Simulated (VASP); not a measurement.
Write the native input for VASP 6.6.1 that does the following.

```yaml
Task: single point
Functional: PBEsol
Potentials_or_basis: VASP PAW PBE potentials, release 64 (K_sv)
Cutoff: 520 eV
k_mesh: 14 × 14 × 14
Occupations: gaussian, width 0.15 eV
Spin: no spin polarisation
Dipole_correction: no
Further_INCAR_settings: ALGO = Fast; EDIFF = 1e-06; NBANDS = 10
```

The structure of K lies in POSCAR:

```
K
1.0
   -2.6180000000      2.6310900000      2.6180000000
    2.6180000000     -2.6310900000      2.6180000000
    2.6180000000      2.6310900000     -2.6180000000
K
1
Direct
    0.0000000000      0.0000000000      0.0000000000
```

This cell differs from its parent crystal: strain +0.0050 x Voigt [0, 1, 0, 0, 0, 0].

The input as run:

INCAR

```
  PREC = Accurate
  ENCUT = 520
  EDIFF = 1E-6
  ISMEAR = 0
  SIGMA = 0.15
  LREAL = False
  LASPH = True
  NELM = 60
  ALGO = Fast
  ISIF = 2
  LWAVE = False
  LCHARG = False
  GGA = PS
  NBANDS = 10
```

KPOINTS

```
regular mesh
0
Gamma
  14 14 14
```

Potentials or basis: VASP PAW PBE potentials, release 64 (K_sv).

The run is started by

```sh
$ cat potpaw_PBE.64/K_sv/POTCAR > POTCAR
$ mpirun -np 1 vasp_std > vasp.out
```

Results of the run:

```
Pressure               : -0.1 GPa
Band gap on the k mesh : zero (an odd number of electrons rules out a gap without spin polarisation)
```

Caveat: the cell differs from its parent crystal (strain +0.0050 x Voigt [0, 1, 0, 0, 0, 0]); the PAW data sets were made with another functional, which shifts forces and pressure a little.

Wall time 4.1 min on 1 thread of Intel Xeon 8259CL, on a shared host, peak memory 0.32 GiB.
